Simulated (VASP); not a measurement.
Input of a VASP 6.6.1 run:

The input INCAR:

```
SYSTEM = Ti
PREC = Accurate
ENCUT = 600
EDIFF = 1E-6
ISMEAR = 0
SIGMA = 0.1
LREAL = .False.
LASPH = .True.
NELM = 60
ALGO = Normal
ISIF = 3
LWAVE = .False.
LCHARG = .False.
GGA = PS
IBRION = 2
NSW = 100
EDIFFG = -0.01
```

Contents of KPOINTS:

```
regular mesh
0
Gamma
  8 8 11
  0 0 0
```

Contents of POSCAR:

```
Ti
1.0
    4.6000000000      0.0000000000      0.0000000000
   -2.3000000000      3.9837170000      0.0000000000
    0.0000000000      0.0000000000      2.8200000000
Ti
3
Direct
    0.0000000000      0.0000000000      0.0000000000
    0.3333333333      0.6666666667      0.5000000000
    0.6666666667      0.3333333333      0.5000000000
```

Potentials or basis: VASP PAW PBE potentials, release 64 (Ti_sv).

Run with:

```bash
$ cat potpaw_PBE.64/Ti_sv/POTCAR > POTCAR
$ mpirun -np 1 vasp_std > vasp.out
```

Estimate the space group after relaxing (to 0.05 Å).

P6/mmm (No. 191).

What does it give for the band gap on the k mesh?

Zero (band 18 reaches 8.93 eV, above the bottom of band 19 at 8.57 eV).

Final structure:
```
CELL_PARAMETERS angstrom
4.51299 0.00000 0.00000
-2.25649 3.90836 0.00000
0.00000 0.00000 2.79596
ATOMIC_POSITIONS crystal
Ti 0.00000 0.00000 0.00000
Ti 0.33333 0.66667 0.50000
Ti 0.66667 0.33333 0.50000
```
